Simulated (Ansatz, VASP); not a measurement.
One calculation of Pb, two programs

INCAR

```
PREC = Accurate ; ENCUT = 520
EDIFF = 1E-8 ; ISMEAR = -1
SIGMA = 0.05 ; LREAL = F
LASPH = T ; NELM = 60
ALGO = Normal ; ISIF = 2
LWAVE = F ; LCHARG = F
LEFG = T ; NBANDS = 21
```

Contents of KPOINTS:

```
Automatic mesh
0
Gamma
  8 8 8
```

File POSCAR:

```
Pb
1.0
    0.0000000000      3.4046100549      3.4390000555
    3.4046100549      0.0000000000      3.4390000555
    3.4046100549      3.4046100549      0.0000000000
Pb
2
Direct
    0.0000000000      0.0000000000      0.0000000000
    0.2500000000      0.2500000000      0.2500000000
```

Input for Ansatz:

```yaml
crystal:
  lattice:
    - [0.0, 3.4046100549, 3.4390000555]
    - [3.4046100549, 0.0, 3.4390000555]
    - [3.4046100549, 3.4046100549, 0.0]
  atoms:
    - { symbol: Pb, position: [0.0, 0.0, 0.0] }
    - { symbol: Pb, position: [0.25, 0.25, 0.25] }
kpoints:
  mp_grid: { grid: [8, 8, 8] }
scf:
  occupations: { method: fermi_dirac, width: 0.05 }
hamiltonian:
  xc: lda
  pseudopotentials: { kind: all_electron, datasets: crystal }
output:
  forces: true
  stress: true
  eigenvalues: true
  efg: { contact_densities: true }
```

Change from the starting cell: equal xx and yy strain of -1 %, crystal datasets.

Alike in both runs: task electric field gradients; functional LDA; k mesh 8 × 8 × 8; occupations fermi-dirac, width 0.05 eV; no spin polarisation.

|  | VASP | Ansatz |
| --- | --- | --- |
| version | VASP 6.6.1 | Ansatz 0.2.0 |
| potentials or method | VASP PAW LDA potentials, release 64 (Pb_d), cutoff 520 eV | all-electron PAW with datasets made for the crystal, scalar-relativistic |

|  | VASP | Ansatz | Ansatz less VASP |
| --- | --- | --- | --- |
| pressure (GPa) | -0.1 | -0.1 | -0.03 |
| traceless stress, the component that is largest in VASP (GPa) | -0.07 | -0.07 | +0.001 |
| size of Vzz on the site where it differs most (V/Å²) | 9.0 | 9.3 | +0.31 |

LDA's correlation is that of Perdew and Zunger in VASP and of Perdew and Wang (1992) in Ansatz. Ansatz ran all-electron here, and VASP with PAW potentials.

Neither program's run includes spin-orbit coupling.
